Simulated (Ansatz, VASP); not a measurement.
**One calculation of FeSi, two programs**

```xyz
8
Lattice="4.4031 0.0000 0.0000 0.0000 4.4031 0.0000 0.0000 0.0000 4.4031" Properties=species:S:1:pos:R:3 pbc="T T T"
Fe    3.8013    2.8032    1.5998
Fe    2.8032    1.5998    3.8013
Fe    1.5998    3.8013    2.8032
Fe    0.6017    0.6017    0.6017
Si    0.6995    1.5020    2.9010
Si    1.5020    2.9010    0.6995
Si    2.9010    0.6995    1.5020
Si    3.7035    3.7035    3.7035
```

Alike in both runs: task single point; functional r2SCAN; k mesh 6 × 6 × 6; no spin polarisation.

|  | VASP | Ansatz |
| --- | --- | --- |
| version | VASP 6.6.1 | Ansatz 0.2.0 |
| potentials or method | VASP PAW PBE potentials, release 64 (Fe, Si) | plane waves, PAW |
| plane-wave cutoff (eV) | 520 | 500 |
| occupations | gaussian, width 0.01 eV | fixed |
| valence electrons in the cell | 48 | 80 |

|  | VASP | Ansatz | Ansatz less VASP |
| --- | --- | --- | --- |
| gap on the k mesh at the Fermi level (eV) | 0.32 | 0.34 | +0.011 |
| pressure (GPa) | 0.4 | 0.0 | -0.44 |
| rms of the force components (eV/Å) | 0.015 | 0.000 | -0.0149 |

VASP's potentials were made for PBE, not for r2SCAN. Atom by atom the forces differ by 0.015 eV/Å (rms over components). VASP's potentials hold 48 valence electrons a cell and Ansatz's 80, so a difference there can come from the potentials and not from the codes.
